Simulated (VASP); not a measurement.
# TiSi2 (Fddd) in VASP: settings compared, part 2 of 2

VASP 6.6.1.

## (4) Relaxation of cell and atoms, revPBE

Input file INCAR:

```
PREC = Accurate
ENCUT = 600
EDIFF = 1E-7
ISMEAR = -1
SIGMA = 0.05
LREAL = False
LASPH = True
NELM = 80
ALGO = Normal
ISIF = 3
LWAVE = False
LCHARG = False
GGA = RE
IBRION = 2
NSW = 60
EDIFFG = -0.01
```

Input file KPOINTS:

```
Automatic mesh
0
Gamma
  7 7 7
```

Input file POSCAR:

```
TiSi2
1.0
    0.0000000000      4.1175163063      4.2628978354
    2.3895119538      0.0000000000      4.2628978354
    2.3895119538      4.1175163063      0.0000000000
Ti Si
2 4
Direct
    0.7500000000      0.7500000000      0.7500000000
    0.5000000000      0.5000000000      0.5000000000
    0.4125656100      0.0874343900      0.4125656100
    0.0874343900      0.4125656100      0.0874343900
    0.1625656100      0.8374343900      0.1625656100
    0.8374343900      0.1625656100      0.8374343900
```

Potentials or basis: VASP PAW PBE potentials, release 64 (Ti_sv, Si).

Started as:

```sh
$ cat potpaw_PBE.64/Ti_sv/POTCAR potpaw_PBE.64/Si/POTCAR > POTCAR
$ mpirun -np 1 vasp_std > vasp.out
```

OUTCAR:

```text
PREC = Accurate
   ENCUT = 600
   EDIFF = 1E-7
   ISMEAR = -1
   LREAL = False
   LASPH = True
   NELM = 80
   ISIF = 3
   GGA = RE
   IBRION = 2
   NSW = 60
   EDIFFG = -0.01

 ion  position               nearest neighbor table
   1  0.750  0.750  0.750-   6 2.55   5 2.55   6 2.55   5 2.55   3 2.74   3 2.74   4 2.74   4 2.74
                             3 2.78   4 2.78
   2  0.500  0.500  0.500-   4 2.55   3 2.55   4 2.55   3 2.55   5 2.74   5 2.74   6 2.74   6 2.74
                             5 2.78   6 2.78
   3  0.413  0.087  0.413-   6 2.52   6 2.52   2 2.55   2 2.55   4 2.68   1 2.74   1 2.74   1 2.78
                             4 2.79   4 2.79
   4  0.087  0.413  0.087-   5 2.52   5 2.52   2 2.55   2 2.55   3 2.68   1 2.74   1 2.74   1 2.78
                             3 2.79   3 2.79
   5  0.163  0.837  0.163-   4 2.52   4 2.52   1 2.55   1 2.55   6 2.68   2 2.74   2 2.74   2 2.78
                             6 2.79   6 2.79
   6  0.837  0.163  0.837-   3 2.52   3 2.52   1 2.55   1 2.55   5 2.68   2 2.74   2 2.74   2 2.78
                             5 2.79   5 2.79

  LATTYP: Found a face centered orthorhombic cell.
 ALAT       =     4.7790239076
 B/A-ratio  =     1.7231620456
 C/A-ratio  =     1.7840035613

  Lattice vectors:

 A1 = (   0.0000000000,   4.1175163063,   4.2628978354)
 A2 = (   2.3895119538,   0.0000000000,   4.2628978354)
 A3 = (   2.3895119538,   4.1175163063,   0.0000000000)

Analysis of symmetry for initial positions (statically):
=====================================================================
 Subroutine PRICEL returns:
 Original cell was already a primitive cell.

 Routine SETGRP: Setting up the symmetry group for a
 face centered orthorhombic supercell.

 Subroutine GETGRP returns: Found  8 space group operations
 (whereof  4 operations were pure point group operations)
 out of a pool of  8 trial point group operations.

The static configuration has the point symmetry D_2 .
 The point group associated with its full space group is D_2h.

Analysis of symmetry for dynamics (positions and initial velocities):
=====================================================================
 Subroutine PRICEL returns:
 Original cell was already a primitive cell.

 Routine SETGRP: Setting up the symmetry group for a
 face centered orthorhombic supercell.

 Subroutine GETGRP returns: Found  8 space group operations
 (whereof  4 operations were pure point group operations)
 out of a pool of  8 trial point group operations.

The dynamic configuration has the point symmetry D_2 .
 The point group associated with its full space group is D_2h.

 Subroutine INISYM returns: Found  8 space group operations
 (whereof  4 operations are pure point group operations),
 and found     1 'primitive' translations

----------------------------------------------------------------------------------------

                                     Primitive cell

  volume of cell :      83.8841

  direct lattice vectors                    reciprocal lattice vectors
     0.000000000  4.117516306  4.262897835    -0.209247750  0.121432427  0.117291106
     2.389511954  0.000000000  4.262897835     0.209247750 -0.121432427  0.117291106
     2.389511954  4.117516306  0.000000000     0.209247750  0.121432427 -0.117291106

  length of vectors
     5.926739280  4.886928006  4.760641544     0.268863643  0.268863643  0.268863643

  position of ions in fractional coordinates (direct lattice)
     0.750000000  0.750000000  0.750000000
     0.500000000  0.500000000  0.500000000
     0.412565610  0.087434390  0.412565610
     0.087434390  0.412565610  0.087434390
     0.162565610  0.837434390  0.162565610
     0.837434390  0.162565610  0.837434390

  ion indices of the primitive-cell ions
   primitive index   ion index
                 1           1
                 2           2
                 3           3
                 4           4
                 5           5
                 6           6

----------------------------------------------------------------------------------------

 KPOINTS: Automatic mesh

Automatic generation of k-mesh.
 Grid dimensions read from file:
 generate k-points for:    7    7    7

 Generating k-lattice:

  Cartesian coordinates                     Fractional coordinates (reciprocal lattice)
    -0.029892536  0.017347490  0.016755872     0.142857143  0.000000000  0.000000000
     0.029892536 -0.017347490  0.016755872     0.000000000  0.142857143 -0.000000000
     0.029892536  0.017347490 -0.016755872     0.000000000 -0.000000000  0.142857143

  Length of vectors
     0.038409092  0.038409092  0.038409092

  Shift w.r.t. Gamma in fractional coordinates (k-lattice)
     0.000000000  0.000000000  0.000000000

 Subroutine IBZKPT returns following result:
 ===========================================

 Found     64 irreducible k-points:

 Following reciprocal coordinates:
            Coordinates               Weight
  0.000000  0.000000  0.000000      1.000000
  0.142857  0.000000  0.000000      8.000000
  0.285714  0.000000  0.000000      8.000000
  0.428571  0.000000  0.000000      8.000000
  0.142857  0.142857  0.000000      2.000000
  0.285714  0.142857  0.000000      8.000000
[... 16 lines left out ...]
  0.000000  0.142857  0.142857      2.000000
  0.285714  0.142857  0.142857      4.000000
 [... further k-points ...]
   k-points           NKPTS =     64   k-points in BZ     NKDIM =     64   number of bands    NBANDS=     24
   number of dos      NEDOS =    301   number of ions     NIONS =      6
   total plane-waves  NPLWV =  76800
   dimension x,y,z NGX =    48 NGY =   40 NGZ =   40
   dimension x,y,z NGXF=    96 NGYF=   80 NGZF=   80
   ions per type =               2   4
   NGX,Y,Z   is equivalent  to a cutoff of  13.46, 13.61, 13.97 a.u.
   NGXF,Y,Z  is equivalent  to a cutoff of  26.93, 27.21, 27.94 a.u.
 SYSTEM =  unknown system
   PREC   = accura    normal or accurate (medium, high low for compatibility)
   ISTART =      0    job   : 0-new  1-cont  2-samecut
   ICHARG =      2    charge: 1-file 2-atom 10-const
   ISPIN  =      1    spin polarized calculation?
   LNONCOLLINEAR =      F non collinear calculations
   LSORBIT =      F    spin-orbit coupling
   LASPH  =      T    aspherical Exc in radial PAW
   ENCUT  =  600.0 eV  44.10 Ry    6.64 a.u.  11.84  9.76  9.51*2*pi/ulx,y,z
   NELM   =     80;   NELMIN=  2; NELMDL= -5     # of ELM steps
   EDIFF  = 0.1E-06   stopping-criterion for ELM
   LREAL  =      F    real-space projection
   EDIFFG = -.1E-01   stopping-criterion for IOM
   NSW    =     60    number of steps for IOM
   IBRION =      2    ionic relax: 0-MD 1-quasi-New 2-CG
   NFREE  =      1    steps in history (QN), initial steepest desc. (CG)
   ISIF   =      3    stress and relaxation
   ISYM   =      2    0-nonsym 1-usesym 2-fastsym
   POTIM  = 0.5000    time-step for ionic-motion
   TEBEG  =    0.0;   TEEND  =   0.0 temperature during run
   PSTRESS=    0.0 pullay stress
   NELECT =      40.0000    total number of electrons
   NUPDOWN=      -1.0000    fix difference up-down
   EMIN   =  10.00;   EMAX   =-10.00  energy-range for DOS
   EFERMI =   0.00;   METHOD = LEGACY
   ISMEAR =    -1;   SIGMA  =   0.05  broadening in eV -4-tet -1-fermi 0-gaus
   EFERMI_NEDOS =   21; number of points for ismear=-14 and -15
   IALGO  =     38    algorithm
   IMIX   =      4    mixing-type and parameters
     AMIX     =   0.40;   BMIX     =  1.00
     AMIX_MAG =   1.60;   BMIX_MAG =  1.00
  volume/ion in A,a.u.               =      13.98        94.35
  Fermi-wavevector in a.u.,A,eV,Ry     =   1.278994  2.416947 22.256742  1.635824
  Thomas-Fermi vector in A             =   2.411504
   LORBIT       =      0    0 simple, 1 ext, 2 COOP (PROOUT), +10 PAW based schemes
   GGA     = RE    functional components
   LHFCALC =     F    Hartree Fock is set to
   AEXX    =    0.0000 exact exchange contribution
   IVDW    =     0    specifies the selected vdW correction
   LEPSILON=     F    determine dielectric tensor
   LRPA    =     F    only Hartree local field effects (RPA)
 conjugate gradient relaxation of ions
 non-spin polarized calculation
  energy-cutoff  :      600.00
  volume of cell :       83.88
 maximum number of plane-waves:      2831
   NGX = 23   NGY = 19   NGZ = 19

--------------------------------------- Ionic step        1  -------------------------------------------

 number of electron      39.9999999 magnetization

 Free energy of the ion-electron system (eV)
  ---------------------------------------------------
  ext. energy  EPLUGINS =         0.00000000
  ---------------------------------------------------
  free energy    TOTEN  =       -39.03984252 eV

  energy without entropy =      -39.01967299  energy(sigma->0) =      -39.02975775

 E-fermi :  10.2586     XC(G=0): -11.7025

 val. band max:       10.2580129350   @ k =  -0.1429   0.1429   0.1429
 cond. band min:      10.2706186150   @ k =  -0.2857   0.1429  -0.0000
 fundamental gap:      0.0126056800
 Fermi energy:        10.2585810633

 k-point     1 :       0.0000    0.0000    0.0000
  band No.  band energies     occupation
      1     -46.1009      2.00000
      2     -46.0727      2.00000
      3     -22.4300      2.00000
      4     -22.4255      2.00000
      5     -22.3364      2.00000
      6     -22.3217      2.00000
[... 796 lines left out ...]
  energy  without entropy=      -39.0447165670  energy(sigma->0) =      -39.05505325

--------------------------------------- Ionic step        5  -------------------------------------------

 number of electron      40.0000000 magnetization

 Free energy of the ion-electron system (eV)
  ---------------------------------------------------
  ext. energy  EPLUGINS =         0.00000000
  ---------------------------------------------------
  free energy    TOTEN  =       -39.06553160 eV

  energy without entropy =      -39.04495810  energy(sigma->0) =      -39.05524485

 E-fermi :   9.9658     XC(G=0): -11.5936

 val. band max:        9.9643482335   @ k =  -0.4286   0.1429  -0.0000
 cond. band min:       9.9737780178   @ k =  -0.1429   0.1429   0.2857
 fundamental gap:      0.0094297843
 Fermi energy:         9.9657545432

 k-point     1 :       0.0000    0.0000    0.0000
  band No.  band energies     occupation
      1     -46.4773      2.00000
      2     -46.4521      2.00000
      3     -22.7931      2.00000
      4     -22.7866      2.00000
      5     -22.7047      2.00000
      6     -22.6914      2.00000
[... 672 lines left out ...]
  FREE ENERGIE OF THE ION-ELECTRON SYSTEM (eV)
  ---------------------------------------------------
  free  energy   TOTEN  =       -39.0655315977 eV

  energy  without entropy=      -39.0449580975  energy(sigma->0) =      -39.05524485

 reached required accuracy - stopping structural energy minimisation
```

OSZICAR:

```text
N       E                     dE             d eps       ncg     rms          rms(c)
DAV:   1     0.413100418583E+03    0.41310E+03   -0.21043E+04  3072   0.196E+03
DAV:   2     0.110629025178E+02   -0.40204E+03   -0.39875E+03  3072   0.527E+02
DAV:   3    -0.389358826792E+02   -0.49999E+02   -0.49404E+02  5488   0.145E+02
[... 57 lines left out ...]
DAV:   4    -0.390655318245E+02    0.34130E-04   -0.16236E-04  4976   0.117E-01    0.130E-02
DAV:   5    -0.390655327701E+02   -0.94554E-06   -0.23569E-05  3752   0.412E-02    0.931E-03
DAV:   6    -0.390655321893E+02    0.58081E-06   -0.22336E-06  4752   0.120E-02    0.289E-03
DAV:   7    -0.390655316116E+02    0.57764E-06   -0.37977E-07  3704   0.616E-03    0.804E-04
DAV:   8    -0.390655315977E+02    0.13921E-07   -0.35843E-08  2448   0.209E-03
   5 F= -.39065532E+02 E0= -.39055245E+02  d E =-.141660E-03
```

Wall time 18 min (1 thread of Intel Xeon Platinum 8259CL at 2.50GHz (Skylake/Cascade Lake), shared host); peak memory 0.37 GiB.

What came out:

| Quantity | Value |
| --- | --- |
| Free energy | -39.0655 eV |
| Relaxed volume | 14.33 Å³/atom |
| Relaxed cell | a = 5.972 Å, b = 4.934 Å, c = 4.792 Å, α = 75.76°, β = 53.19°, γ = 51.05° |
| Space group after relaxing (to 0.1 Å) | Fddd (No. 70) |
| Energy gained by relaxing | 4.3 meV/atom |
| Ionic steps | 5 |
| Pressure after relaxing | 0.1 GPa |
| Largest force after relaxing | 0.006 eV/Å |
| Band gap on the k mesh | zero (bands 20 and 21 overlap by 1.77 eV) |

Forces on the atoms (eV/Å):
```
Ti   0.000  0.000  0.000
Ti   0.000  0.000  0.000
Si   0.000 -0.006  0.000
Si   0.000  0.006  0.000
Si   0.000 -0.006  0.000
Si   0.000  0.006  0.000
```

Step by step:
| step | energy change (eV) | largest force (eV/Å) | pressure (GPa) | volume (Å³) |
| --- | --- | --- | --- | --- |
| 1 | 0.0000 | 0.0070 | 3.76 | 83.88 |
| 2 | -0.0041 | 0.0269 | -3.07 | 87.92 |
| 3 | -0.0256 | 0.0112 | 0.04 | 85.95 |
| 4 | -0.0255 | 0.0109 | 0.11 | 85.91 |
| 5 | -0.0257 | 0.0057 | 0.06 | 85.97 |

Final structure:
```cif
data_structure
_symmetry_space_group_name_H-M 'P 1'
_symmetry_Int_Tables_number 1
_cell_length_a 5.9725
_cell_length_b 4.9336
_cell_length_c 4.7920
_cell_angle_alpha 75.757
_cell_angle_beta 53.194
_cell_angle_gamma 51.049
_cell_volume 85.97
loop_
_atom_site_label
_atom_site_type_symbol
_atom_site_fract_x
_atom_site_fract_y
_atom_site_fract_z
_atom_site_occupancy
Ti1 Ti 0.75000 0.75000 0.75000 1
Ti2 Ti 0.50000 0.50000 0.50000 1
Si1 Si 0.41253 0.08747 0.41253 1
Si2 Si 0.08747 0.41253 0.08747 1
Si3 Si 0.16253 0.83747 0.16253 1
Si4 Si 0.83747 0.16253 0.83747 1
```

Caveat: the PAW data sets were made with another functional, which shifts forces and pressure a little.

## (5) Relaxation of cell and atoms, revPBE+D4

Input file INCAR:

```
PREC = Accurate
ENCUT = 600
EDIFF = 1E-6
ISMEAR = -1
SIGMA = 0.05
LREAL = F
LASPH = T
NELM = 100
ALGO = Normal
ISIF = 3
LWAVE = F
LCHARG = F
GGA = RE
IVDW = 13
IBRION = 2
NSW = 60
EDIFFG = -0.01
```

Input file KPOINTS:

```
regular mesh
0
Gamma
  7 7 7
```

POSCAR is that of step 4.

Started as:

```sh
$ cat potpaw_PBE.64/Ti_sv/POTCAR potpaw_PBE.64/Si/POTCAR > POTCAR
$ mpirun -np 1 vasp_std > vasp.out
```

Wall time 25 min (1 thread of Intel Xeon 8259CL, shared host); peak memory 0.37 GiB.

The run converged. Its results:

| Quantity | Value |
| --- | --- |
| Free energy | -43.1902 eV |
| Relaxed volume | 13.56 Å³/atom |
| Relaxed cell | a = 5.869 Å, b = 4.858 Å, c = 4.694 Å, α = 75.80°, β = 53.37°, γ = 50.83° |
| Space group after relaxing (to 0.1 Å) | Fddd (No. 70) |
| Energy gained by relaxing | 6.3 meV/atom |
| Ionic steps | 8 |
| Pressure after relaxing | 0.0 GPa |
| Band gap on the k mesh | zero (bands 20 and 21 overlap by 1.85 eV) |
| Dispersion energy per atom | -0.707 eV |

Step by step:
| step | energy change (eV) | largest force (eV/Å) | pressure (GPa) | volume (Å³) |
| --- | --- | --- | --- | --- |
| 1 | 0.0000 | 0.0346 | -4.15 | 83.88 |
| 2 | -0.0158 | 0.0506 | 3.79 | 79.56 |
| 3 | -0.0358 | 0.0440 | 0.20 | 81.36 |
| 4 | -0.0371 | 0.0198 | -0.05 | 81.39 |
| 5 | -0.0373 | 0.0268 | 0.01 | 81.38 |
| 6 | -0.0374 | 0.0174 | 0.00 | 81.39 |
| 7 | -0.0375 | 0.0057 | -0.02 | 81.40 |
| 8 | -0.0375 | 0.0000 | 0.00 | 81.39 |

Final structure:
```xyz
6
Lattice="0.0000 4.0544 4.2436 2.3652 0.0000 4.2436 2.3652 4.0544 0.0000" Properties=species:S:1:pos:R:3 pbc="T T T"
Ti    3.5478    6.0815    6.3655
Ti    2.3652    4.0544    4.2436
Si    1.1826    3.3513    2.1218
Si    1.1826    0.7031    2.1218
Si    2.3652    1.3241    4.2436
Si    2.3652    6.7846    4.2436
```

Levels at points of the mesh, in eV from the Fermi level:
```csv
k point,band 17,band 18,band 19,band 20,band 21,band 22,band 23,band 24
"(0.00, 0.00, 0.00)",-2.37,-2.04,-1.78,-1.37,-0.95,2.13,3.26,3.46
```

Caveat: the PAW data sets were made with another functional, which shifts forces and pressure a little.

## (6) Overview

| level | gap on the mesh (eV) | pressure (GPa) | relaxed volume (Å³/atom) |
| --- | --- | --- | --- |
| PBEsol+D4 | none | 0.0 | 13.55 |
| RPBE+D3(BJ) | none | 0.0 | 11.58 |
| revPBE | none | 0.1 | 14.33 |
| revPBE+D4 | none | 0.0 | 13.56 |

Alike in all rows: task relaxation of cell and atoms; potentials or basis VASP PAW PBE potentials, release 64 (Ti_sv, Si); no spin polarisation; cell relaxed; k mesh 7 × 7 × 7; cutoff (eV) 600; smearing fermi-dirac 0.05 eV.

Caveats: the PAW data sets were made with another functional, which shifts forces and pressure a little; the volume moved by over 15 % at a fixed basis, so the end points are rough (at least some runs); the dispersion term is far too large for a dense solid, which distorts pressure and volume (at least some runs).

Total energies depend on the potentials used, so only differences within one code and one set of settings carry meaning.

The gap in the log of VASP goes by the Fermi energy; the results here count the filled bands.